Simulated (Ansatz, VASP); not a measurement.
Os: VASP beside Ansatz

```xyz
1
Lattice="0.0000 1.9450 1.9450 1.9450 0.0000 1.9450 1.9450 1.9450 0.0000" Properties=species:S:1:pos:R:3 pbc="T T T"
Os    0.0000    0.0000    0.0000
```

Alike in both runs: task single point; functional PBEsol; k mesh 18 × 18 × 18; occupations gaussian, width 0.05 eV; no spin polarisation.

|  | VASP | Ansatz |
| --- | --- | --- |
| version | VASP 6.6.1 | Ansatz 0.2.0 |
| potentials or method | VASP PAW PBE potentials, release 64 (Os), cutoff 600 eV | scalar-relativistic, plane waves, PAW |
| valence electrons in the cell | 8 | 16 |

|  | VASP | Ansatz | Ansatz less VASP |
| --- | --- | --- | --- |
| pressure (GPa) | -20.1 | -20.3 | -0.11 |

VASP's potentials were made for PBE, not for PBEsol. VASP's potentials hold 8 valence electrons a cell and Ansatz's 16, so a difference there can come from the potentials and not from the codes.

Spin-orbit coupling is off throughout.
